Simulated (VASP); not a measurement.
# Mo6H in VASP: further runs

The runs below take Mo6H through single point, with PBE.

Program: VASP 6.6.1. These are calculated values, not measurements. Logs are shortened: lines on timing, memory, paths and dates and some standing lists are left out, and cuts for length are marked.

## Step 1: The cell of the first run

The cell holds a slab with vacuum, 7 atoms: a = 4.470 Å, b = 4.470 Å, c = 19.760 Å, α = 90.00°, β = 90.00°, γ = 120.00°.

## Step 2: Single point, PBE

Input file INCAR:

```
SYSTEM = Mo6H
ALGO = Normal ; DIPOL = 0.5 0.5 0.335
EDIFF = 1E-6 ; ENCUT = 520
GGA = PE ; IDIPOL = 3
ISIF = 2 ; ISMEAR = 0
LASPH = .TRUE. ; LCHARG = .FALSE.
LDIPOL = .TRUE. ; LREAL = .FALSE.
LWAVE = .FALSE. ; NBANDS = 52
NELM = 100 ; PREC = Accurate
SIGMA = 0.1
```

Input file KPOINTS:

```
k-points
0
G
  6 6 1
  0 0 0
```

Input file POSCAR:

```
Mo6H
1.0
    4.4695765307      0.0000000000      0.0000000000
   -2.2347882654      3.8707668198      0.0000000000
    0.0000000000      0.0000000000     19.7595667350
Mo H
6 1
Direct
    0.6666666667      0.3333333333      0.2024335884
    0.3333333333      0.6666666667      0.2486060831
    0.0000000000      0.0000000000      0.2947785777
    0.6666666667      0.3333333333      0.3368821116
    0.3333333333      0.6666666667      0.3779725564
    0.0000000000      0.0000000000      0.4180034333
    0.0000000000      0.6666666667      0.4656136025
```

Potentials or basis: VASP PAW PBE potentials, release 64 (Mo_sv, H).

Started as:

```
$ cat potpaw_PBE.64/Mo_sv/POTCAR potpaw_PBE.64/H/POTCAR > POTCAR
$ mpirun -np 1 vasp_std > vasp.out
```

OUTCAR:

```text
SYSTEM = Mo6H
   EDIFF = 1E-6
   ENCUT = 520
   GGA = PE
   ISIF = 2
   ISMEAR = 0
   LASPH = .TRUE.
   LREAL = .FALSE.
   NELM = 100
   PREC = Accurate

 ion  position               nearest neighbor table
   1  0.667  0.333  0.202-   4 2.66   2 2.74   2 2.74   2 2.74   3 3.16   3 3.16   3 3.16
   2  0.333  0.667  0.249-   5 2.56   3 2.74   3 2.74   3 2.74   1 2.74   1 2.74   1 2.74   4 3.11
                             4 3.11   4 3.11
   3  0.000  0.000  0.295-   6 2.43   4 2.71   4 2.71   4 2.71   2 2.74   2 2.74   2 2.74   5 3.06
                             5 3.06   5 3.06   1 3.16   1 3.16   1 3.16
   4  0.667  0.333  0.337-   1 2.66   5 2.71   5 2.71   5 2.71   3 2.71   3 2.71   3 2.71   6 3.04
                             6 3.04   6 3.04   2 3.11   2 3.11   2 3.11
   5  0.333  0.667  0.378-   2 2.56   6 2.70   6 2.70   6 2.70   4 2.71   4 2.71   4 2.71   3 3.06
                             3 3.06   3 3.06
   6  0.000  0.000  0.418-   7 1.76   3 2.43   5 2.70   5 2.70   5 2.70   4 3.04   4 3.04   4 3.04

   7  0.000  0.667  0.466-   6 1.76

  LATTYP: Found a hexagonal cell.
 ALAT       =     4.4695765307
 C/A-ratio  =     4.4209035463

  Lattice vectors:

 A1 = (   4.4695765307,   0.0000000000,   0.0000000000)
 A2 = (  -2.2347882654,   3.8707668198,   0.0000000000)
 A3 = (   0.0000000000,   0.0000000000,  19.7595667350)

Analysis of symmetry for initial positions (statically):
=====================================================================
 Subroutine PRICEL returns:
 Original cell was already a primitive cell.

 Routine SETGRP: Setting up the symmetry group for a
 hexagonal supercell.

 Subroutine GETGRP returns: Found  1 space group operations
 (whereof  1 operations were pure point group operations)
 out of a pool of 24 trial point group operations.

The static configuration has the point symmetry C_1 .

Analysis of symmetry for dynamics (positions and initial velocities):
=====================================================================
 Subroutine PRICEL returns:
 Original cell was already a primitive cell.

 Routine SETGRP: Setting up the symmetry group for a
 hexagonal supercell.

 Subroutine GETGRP returns: Found  1 space group operations
 (whereof  1 operations were pure point group operations)
 out of a pool of 24 trial point group operations.

The dynamic configuration has the point symmetry C_1 .

 Subroutine INISYM returns: Found  1 space group operations
 (whereof  1 operations are pure point group operations),
 and found     1 'primitive' translations

----------------------------------------------------------------------------------------

                                     Primitive cell

  volume of cell :     341.8541

  direct lattice vectors                    reciprocal lattice vectors
     4.469576531  0.000000000  0.000000000     0.223734842  0.129173371  0.000000000
    -2.234788265  3.870766820  0.000000000     0.000000000  0.258346743  0.000000000
     0.000000000  0.000000000 19.759566735     0.000000000  0.000000000  0.050608397

  length of vectors
     4.469576531  4.469576531 19.759566735     0.258346743  0.258346743  0.050608397

  position of ions in fractional coordinates (direct lattice)
     0.666666667  0.333333333  0.202433588
     0.333333333  0.666666667  0.248606083
     0.000000000  0.000000000  0.294778578
     0.666666667  0.333333333  0.336882112
     0.333333333  0.666666667  0.377972556
     0.000000000  0.000000000  0.418003433
     0.000000000  0.666666667  0.465613602

  ion indices of the primitive-cell ions
   primitive index   ion index
                 1           1
                 2           2
                 3           3
                 4           4
                 5           5
                 6           6
                 7           7

----------------------------------------------------------------------------------------

 KPOINTS: k-points

Automatic generation of k-mesh.
 Grid dimensions read from file:
 generate k-points for:    6    6    1

 Generating k-lattice:

  Cartesian coordinates                     Fractional coordinates (reciprocal lattice)
     0.037289140  0.021528895  0.000000000     0.166666667  0.000000000  0.000000000
     0.000000000  0.043057790  0.000000000     0.000000000  0.166666667  0.000000000
     0.000000000  0.000000000  0.050608397     0.000000000  0.000000000  1.000000000

  Length of vectors
     0.043057790  0.043057790  0.050608397

  Shift w.r.t. Gamma in fractional coordinates (k-lattice)
     0.000000000  0.000000000  0.000000000

 Subroutine IBZKPT returns following result:
 ===========================================

 Found     20 irreducible k-points:

 Following reciprocal coordinates:
            Coordinates               Weight
  0.000000  0.000000  0.000000      1.000000
  0.166667 -0.000000  0.000000      2.000000
  0.000000  0.166667  0.000000      2.000000
 -0.166667  0.166667  0.000000      2.000000
  0.333333  0.000000  0.000000      2.000000
  0.000000  0.333333  0.000000      2.000000
[... 12 lines left out ...]
  0.500000 -0.166667  0.000000      2.000000
  0.333333  0.333333  0.000000      2.000000
   k-points           NKPTS =     20   k-points in BZ     NKDIM =     20   number of bands    NBANDS=     52
   number of dos      NEDOS =    301   number of ions     NIONS =      7
   total plane-waves  NPLWV = 194400
   dimension x,y,z NGX =    36 NGY =   36 NGZ =  150
   dimension x,y,z NGXF=    72 NGYF=   72 NGZF=  300
   ions per type =               6   1
   NGX,Y,Z   is equivalent  to a cutoff of  13.39, 13.39, 12.62 a.u.
   NGXF,Y,Z  is equivalent  to a cutoff of  26.78, 26.78, 25.24 a.u.
 SYSTEM =  Mo6H
   PREC   = accura    normal or accurate (medium, high low for compatibility)
   ISTART =      0    job   : 0-new  1-cont  2-samecut
   ICHARG =      2    charge: 1-file 2-atom 10-const
   ISPIN  =      1    spin polarized calculation?
   LNONCOLLINEAR =      F non collinear calculations
   LSORBIT =      F    spin-orbit coupling
   LASPH  =      T    aspherical Exc in radial PAW
   ENCUT  =  520.0 eV  38.22 Ry    6.18 a.u.   8.31  8.31 36.74*2*pi/ulx,y,z
   NELM   =    100;   NELMIN=  2; NELMDL= -5     # of ELM steps
   EDIFF  = 0.1E-05   stopping-criterion for ELM
   LREAL  =      F    real-space projection
   EDIFFG = 0.1E-04   stopping-criterion for IOM
   NSW    =      0    number of steps for IOM
   IBRION =     -1    ionic relax: 0-MD 1-quasi-New 2-CG
   NFREE  =      0    steps in history (QN), initial steepest desc. (CG)
   ISIF   =      2    stress and relaxation
   ISYM   =      2    0-nonsym 1-usesym 2-fastsym
   POTIM  = 0.5000    time-step for ionic-motion
   TEBEG  =    0.0;   TEEND  =   0.0 temperature during run
   PSTRESS=    0.0 pullay stress
   NELECT =      85.0000    total number of electrons
   NUPDOWN=      -1.0000    fix difference up-down
   EMIN   =  10.00;   EMAX   =-10.00  energy-range for DOS
   EFERMI =   0.00;   METHOD = LEGACY
   ISMEAR =     0;   SIGMA  =   0.10  broadening in eV -4-tet -1-fermi 0-gaus
   EFERMI_NEDOS =   21; number of points for ismear=-14 and -15
   IALGO  =     38    algorithm
   IMIX   =      4    mixing-type and parameters
     AMIX     =   0.40;   BMIX     =  1.00
     AMIX_MAG =   1.60;   BMIX_MAG =  1.00
  volume/ion in A,a.u.               =      48.84       329.56
  Fermi-wavevector in a.u.,A,eV,Ry     =   1.029440  1.945359 14.418718  1.059746
  Thomas-Fermi vector in A             =   2.163487
   LORBIT       =      0    0 simple, 1 ext, 2 COOP (PROOUT), +10 PAW based schemes
   GGA     = PE    functional components
   LHFCALC =     F    Hartree Fock is set to
   AEXX    =    0.0000 exact exchange contribution
   IVDW    =     0    specifies the selected vdW correction
   LEPSILON=     F    determine dielectric tensor
   LRPA    =     F    only Hartree local field effects (RPA)
 non-spin polarized calculation
 Gauss-broadening in eV      SIGMA  =   0.10
  energy-cutoff  :      520.00
  volume of cell :      341.85
 maximum number of plane-waves:      9223
 NGX is ok and might be reduce to    36
   NGX = 17   NGY = 17   NGZ = 73

 dipolmoment           0.000000      0.000000     -0.595250 electrons x Angstroem

 number of electron      85.0000006 magnetization

 dipolmoment           0.000000      0.000000      0.061099 electrons x Angstroem

 Free energy of the ion-electron system (eV)
  ---------------------------------------------------
  ext. energy  EPLUGINS =         0.00000000
  ---------------------------------------------------
  free energy    TOTEN  =       -62.34047437 eV

  energy without entropy =      -62.29192413  energy(sigma->0) =      -62.31619925

 E-fermi :   0.6301     XC(G=0):  -4.8783

 val. band max:        0.6254880527   @ k =   0.5000   0.3333   0.0000
 cond. band min:       0.6351079466   @ k =   0.0000   0.3333   0.0000
 fundamental gap:      0.0096198939
 Fermi energy:         0.6300949014

 k-point     1 :       0.0000    0.0000    0.0000
  band No.  band energies     occupation
      1     -60.4979      2.00000
      2     -60.2663      2.00000
      3     -60.2257      2.00000
      4     -60.1850      2.00000
      5     -60.0375      2.00000
      6     -59.9319      2.00000
[... 44 lines left out ...]
     51       2.7283      0.00000
     52       2.7552      0.00000

 k-point     2 :       0.1667   -0.0000    0.0000
  band No.  band energies     occupation
      1     -60.4765      2.00000
      2     -60.2662      2.00000
      3     -60.2328      2.00000
      4     -60.1856      2.00000
      5     -60.0453      2.00000
      6     -59.9389      2.00000
[... 44 lines left out ...]
     51       2.6716      0.00000
     52       2.9143      0.00000
[... 933 lines left out ...]
     51       2.3249      0.00000
     52       2.5722      0.00000

 k-point    20 :       0.3333    0.3333    0.0000
  band No.  band energies     occupation
      1     -60.3255      2.00000
      2     -60.3233      2.00000
      3     -60.2938      2.00000
      4     -60.1587      2.00000
      5     -60.0840      2.00000
      6     -59.9638      2.00000
[... 44 lines left out ...]
     51       2.2700      0.00000
     52       2.5322      0.00000

------------------------ aborting loop because EDIFF is reached ----------------------------------------

 vacuum level on the upper side and lower side of the slab       (xc-potential included)         0.218        -0.421

  FORCE on cell =-STRESS in cart. coord.  units (eV):
  Direction    XX          YY          ZZ          XY          YZ          ZX
  --------------------------------------------------------------------------------------
  -------------------------------------------------------------------------------------
  Total       -4.7597060     -3.2631197     -1.9181429     -0.8395587     -0.7010955      2.0115665
  in kB      -22.3074489    -15.2933554     -8.9898147     -3.9347833     -3.2858441      9.4276657
  external PRESSURE =     -15.5302063 kB  Pullay stress =       0.0000000 kB

 VOLUME and BASIS-vectors are now :
 -----------------------------------------------------------------------------
  energy-cutoff  :      520.00
  volume of cell :      341.85
      direct lattice vectors                 reciprocal lattice vectors
     4.469576531  0.000000000  0.000000000     0.223734842  0.129173371  0.000000000
    -2.234788265  3.870766820  0.000000000     0.000000000  0.258346743  0.000000000
     0.000000000  0.000000000 19.759566735     0.000000000  0.000000000  0.050608397

 POSITION                                       TOTAL-FORCE (eV/Angst)
 -----------------------------------------------------------------------------------
      2.23479      1.29026      4.00000        -0.000121     -0.027267      1.791474
     -0.00000      2.58051      4.91235         0.040430      0.037801     -0.525128
      0.00000      0.00000      5.82470        -0.160462     -0.112858     -1.488686
      2.23479      1.29026      6.65664        -0.198527      0.125284     -0.683177
     -0.00000      2.58051      7.46857        -0.568150      0.342527      0.935234
      0.00000      0.00000      8.25957        -0.163478      0.159060     -0.049357
     -1.48986      2.58051      9.20032         1.050308     -0.524547      0.019640
 -----------------------------------------------------------------------------------
    total drift:                                0.000013     -0.000020      0.000004

  FREE ENERGIE OF THE ION-ELECTRON SYSTEM (eV)
  ---------------------------------------------------
  free  energy   TOTEN  =       -62.3404743670 eV

  energy  without entropy=      -62.2919241299  energy(sigma->0) =      -62.31619925

 vacuum level on the upper side and lower side of the slab         4.910         4.193
```

It took 24 min on 1 thread of Intel Xeon 8259CL, shared host; peak memory 0.62 GiB.

What came out:

```yaml
Free_energy: -62.3405 eV
Largest_force: 1.792 eV/Å
Band_gap_on_the_k_mesh: zero (an odd number of electrons rules out a gap without spin polarisation)
```

Forces on the atoms (eV/Å):
```
Mo   0.000 -0.027  1.791
Mo   0.040  0.038 -0.525
Mo  -0.160 -0.113 -1.489
Mo  -0.199  0.125 -0.683
Mo  -0.568  0.343  0.935
Mo  -0.163  0.159 -0.049
H    1.050 -0.525  0.020
```

## Step 3: Single point, PBE

Input file INCAR:

```
PREC     = Accurate       # precision mode
ENCUT    = 520            # plane-wave cutoff, eV
EDIFF    = 1E-6           # SCF threshold, eV
ISMEAR   = 0              # smearing method
SIGMA    = 0.1            # smearing width, eV
LREAL    = False          # projectors in reciprocal space
LASPH    = True           # aspherical terms in the spheres
NELM     = 80             # most SCF steps
ALGO     = Normal         # electronic algorithm
ISIF     = 2              # what is computed and relaxed
LWAVE    = False          # write WAVECAR
LCHARG   = False          # write CHGCAR
LDIPOL   = True         
IDIPOL   = 3            
DIPOL    = 0.5 0.5 0.340
GGA      = PE             # functional
NBANDS   = 52             # bands
```

Input file KPOINTS:

```
regular mesh
0
Gamma
  6 6 1
```

Edit POSCAR of step 2 so:

```diff
@@ -14,2 +14,2 @@
     0.0000000000      0.0000000000      0.4180034333
-    0.0000000000      0.6666666667      0.4656136025
+    0.0000000000      0.8888888889      0.5042541623
```

Potentials or basis: VASP PAW PBE potentials, release 64 (Mo_sv, H).

Started as:

```
$ cat potpaw_PBE.64/Mo_sv/POTCAR potpaw_PBE.64/H/POTCAR > POTCAR
$ mpirun -np 1 vasp_std > vasp.out
```

OUTCAR:

```text
PREC = Accurate
   ENCUT = 520
   EDIFF = 1E-6
   ISMEAR = 0
   LREAL = False
   LASPH = True
   NELM = 80
   ISIF = 2
   GGA = PE

 ion  position               nearest neighbor table
   1  0.667  0.333  0.202-   4 2.66   2 2.74   2 2.74   2 2.74   3 3.16   3 3.16   3 3.16
   2  0.333  0.667  0.249-   5 2.56   3 2.74   3 2.74   3 2.74   1 2.74   1 2.74   1 2.74   4 3.11
                             4 3.11   4 3.11
   3  0.000  0.000  0.295-   6 2.43   4 2.71   4 2.71   4 2.71   2 2.74   2 2.74   2 2.74   5 3.06
                             5 3.06   5 3.06   1 3.16   1 3.16   1 3.16
   4  0.667  0.333  0.337-   1 2.66   5 2.71   5 2.71   5 2.71   3 2.71   3 2.71   3 2.71   6 3.04
                             6 3.04   6 3.04   2 3.11   2 3.11   2 3.11
   5  0.333  0.667  0.378-   2 2.56   6 2.70   6 2.70   6 2.70   4 2.71   4 2.71   4 2.71   3 3.06
                             3 3.06   3 3.06
   6  0.000  0.000  0.418-   7 1.78   3 2.43   5 2.70   5 2.70   5 2.70   4 3.04   4 3.04   4 3.04

   7  0.000  0.889  0.504-   6 1.78

  LATTYP: Found a hexagonal cell.
 ALAT       =     4.4695765307
 C/A-ratio  =     4.4209035463

  Lattice vectors:

 A1 = (   4.4695765307,   0.0000000000,   0.0000000000)
 A2 = (  -2.2347882654,   3.8707668198,   0.0000000000)
[... 200 lines left out ...]
      6     -60.4753      2.00000
[... 1089 lines left out ...]
     51       1.7960      0.00000
     52       2.0659      0.00000

------------------------ aborting loop because EDIFF is reached ----------------------------------------

 vacuum level on the upper side and lower side of the slab       (xc-potential included)         1.093        -1.103

  FORCE on cell =-STRESS in cart. coord.  units (eV):
  Direction    XX          YY          ZZ          XY          YZ          ZX
  --------------------------------------------------------------------------------------
  -------------------------------------------------------------------------------------
  Total       -5.8319744     -4.9614559      0.8001033      0.0283597     -0.5309316      0.5709361
  in kB      -27.3328793    -23.2529957      3.7498668      0.1329144     -2.4883322      2.6758222
  external PRESSURE =     -15.6120027 kB  Pullay stress =       0.0000000 kB

 VOLUME and BASIS-vectors are now :
 -----------------------------------------------------------------------------
  energy-cutoff  :      520.00
  volume of cell :      341.85
      direct lattice vectors                 reciprocal lattice vectors
     4.469576531  0.000000000  0.000000000     0.223734842  0.129173371  0.000000000
    -2.234788265  3.870766820  0.000000000     0.000000000  0.258346743  0.000000000
     0.000000000  0.000000000 19.759566735     0.000000000  0.000000000  0.050608397

 POSITION                                       TOTAL-FORCE (eV/Angst)
 -----------------------------------------------------------------------------------
      2.23479      1.29026      4.00000         0.023278     -0.032413      1.641283
     -0.00000      2.58051      4.91235        -0.065549      0.086263     -0.274611
      0.00000      0.00000      5.82470         0.096658     -0.257408     -2.544777
      2.23479      1.29026      6.65664        -0.091361      0.149624     -0.681721
     -0.00000      2.58051      7.46857        -0.056993      0.139550      0.510499
      0.00000      0.00000      8.25957        -0.196154      0.299649      1.338404
     -1.98648      3.44068      9.96384         0.290120     -0.385264      0.010923
 -----------------------------------------------------------------------------------
    total drift:                                0.000012     -0.000020      0.000043

  FREE ENERGIE OF THE ION-ELECTRON SYSTEM (eV)
  ---------------------------------------------------
  free  energy   TOTEN  =       -61.7026227539 eV

  energy  without entropy=      -61.6579977555  energy(sigma->0) =      -61.68031025

 vacuum level on the upper side and lower side of the slab         5.949         3.597
```

Wall time 23 min (1 thread of Intel Xeon 8259CL, shared host); peak memory 0.61 GiB.

Results:

```
Free energy            : -61.7026 eV
Largest force          : 2.560 eV/Å
Band gap on the k mesh : zero (an odd number of electrons rules out a gap without spin polarisation)
```

Forces on the atoms (eV/Å):
```
Mo   0.023 -0.032  1.641
Mo  -0.066  0.086 -0.275
Mo   0.097 -0.257 -2.545
Mo  -0.091  0.150 -0.682
Mo  -0.057  0.140  0.510
Mo  -0.196  0.300  1.338
H    0.290 -0.385  0.011
```

(Part 1 of 2 ends here.)

The gap in the log of VASP goes by the Fermi energy; the results here count the filled bands.